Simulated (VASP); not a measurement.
Input of a VASP 6.6.1 run:

INCAR

```
SYSTEM = SiC
PREC = Accurate
ENCUT = 520
EDIFF = 1E-7
ISMEAR = -1
SIGMA = 0.05
LREAL = .False.
LASPH = .True.
NELM = 60
ALGO = Normal
ISIF = 2
LWAVE = .False.
LCHARG = .False.
GGA = PE
NBANDS = 16
```

The input KPOINTS:

```
regular mesh
0
Gamma
  12 12 4
  0 0 0
```

Contents of POSCAR:

```
SiC
1.0
    3.0501500384      0.0000000000      0.0000000000
   -1.5250750192      2.6415074166      0.0000000000
    0.0000000000      0.0000000000      5.0055778263
Si C
2 2
Direct
    0.3333333333      0.6666666667      0.0000000000
    0.6666666667      0.3333333333      0.5000000000
    0.3333333333      0.6666666667      0.3850000000
    0.6666666667      0.3333333333      0.8850000000
```

Potentials or basis: VASP PAW PBE potentials, release 64 (Si, C).

Launch:

```sh
$ cat potpaw_PBE.64/Si/POTCAR potpaw_PBE.64/C/POTCAR > POTCAR
$ mpirun -np 1 vasp_std > vasp.out
```

(1) Predict the band gap on the k mesh.

(2) What does it give for the largest force?

(3) Predict the pressure.

Results:

(1) 2.28 eV, indirect (least direct gap 4.13 eV).

(2) 0.792 eV/Å.

(3) 9.7 GPa.
